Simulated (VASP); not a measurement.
Runs of VASP 6.6.1 on Al. The structure is that of space group R-3m (No. 166), or close to it. The cells are those of the table. 

| task | cell | k mesh | gap on the mesh (eV) | pressure (GPa) | relaxed volume (Å³/atom) | largest force (eV/Å) |
| --- | --- | --- | --- | --- | --- | --- |
| relaxation of cell and atoms | relaxed from a = 7.084 Å, angles 23.4°, 3 atoms | 9 × 9 × 9 | none | 0.1 | (b) | 0.02 |
| single point | a = 7.493 Å, angles 23.2°, 3 atoms | 9 × 9 × 9 | none | (a) | - | 0.05 |
| single point | a = 7.084 Å, angles 23.4°, 3 atoms | 6 × 6 × 6 | none | 0.0 | - | - |
| relaxation of cell and atoms | relaxed from a = 7.493 Å, angles 23.2°, 3 atoms | 6 × 6 × 6 | none | -0.2 | 16.46 | 0.03 |
| single point | a = 7.099 Å, angles 23.2°, 3 atoms | 9 × 9 × 9 | none | 0.3 | - | - |

Alike in all rows: level PBEsol; potentials or basis VASP PAW PBE potentials, release 64 (Al); no spin polarisation; cutoff (eV) 500; smearing gaussian 0.1 eV.

Question: Fill in the values left out.

Answer: (a) -9.0; (b) 16.27.

Caveats: some runs use coarse meshes; the PAW data sets were made with another functional, which shifts forces and pressure a little; the cell stands under tension (at least some runs).

A gap of «none» marks levels without a gap at the run's occupations.
